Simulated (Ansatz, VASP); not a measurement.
# CdTeH4 in VASP and in Ansatz

```
CELL_PARAMETERS angstrom
14.90000 0.00000 0.00000
0.00000 15.20000 0.00000
0.00000 0.00000 15.50000
ATOMIC_POSITIONS crystal
Te 0.44202 0.44302 0.65858
Te 0.44212 0.66221 0.44417
Te 0.66604 0.44327 0.44432
Cd 0.27410 0.58955 0.58772
Cd 0.59176 0.27849 0.58802
Cd 0.59192 0.59001 0.28279
H 0.36432 0.36642 0.67792
H 0.45552 0.45881 0.76464
H 0.25199 0.51194 0.51203
H 0.28225 0.66807 0.66436
H 0.36452 0.68138 0.36881
H 0.45432 0.77043 0.46016
H 0.51193 0.25877 0.51242
H 0.67225 0.28473 0.66440
H 0.68484 0.36689 0.36908
H 0.77659 0.45603 0.45855
H 0.51209 0.51252 0.26491
H 0.67227 0.66810 0.28759
```

Alike in both runs: functional PBE; k mesh 1 × 1 × 1; occupations gaussian, width 0.05 eV; no spin polarisation.

Ansatz relaxed the structure, and its values are those at the end. VASP's run is a single point on that final structure, the one shown.

```csv
,VASP,Ansatz
version,VASP 6.6.1,Ansatz 0.2.0
potentials or method,"VASP PAW PBE potentials, release 64 (Te, Cd, H), cutoff 520 eV","scalar-relativistic, plane waves, PAW"
valence electrons in the cell,66,120
```

|  | VASP | Ansatz | Ansatz less VASP |
| --- | --- | --- | --- |
| gap on the k mesh at the Fermi level (eV) | 3.48 | 3.47 | -0.011 |
| rms of the force components (eV/Å) | 0.039 | 0.002 | -0.0376 |

The functional is the same, so the differences come from potentials, cutoffs and numerics. VASP's potentials hold 66 valence electrons a cell and Ansatz's 120, so a difference there can come from the potentials and not from the codes. Ansatz's warnings: xc potential rough in thin density.

Spin-orbit coupling is off throughout.
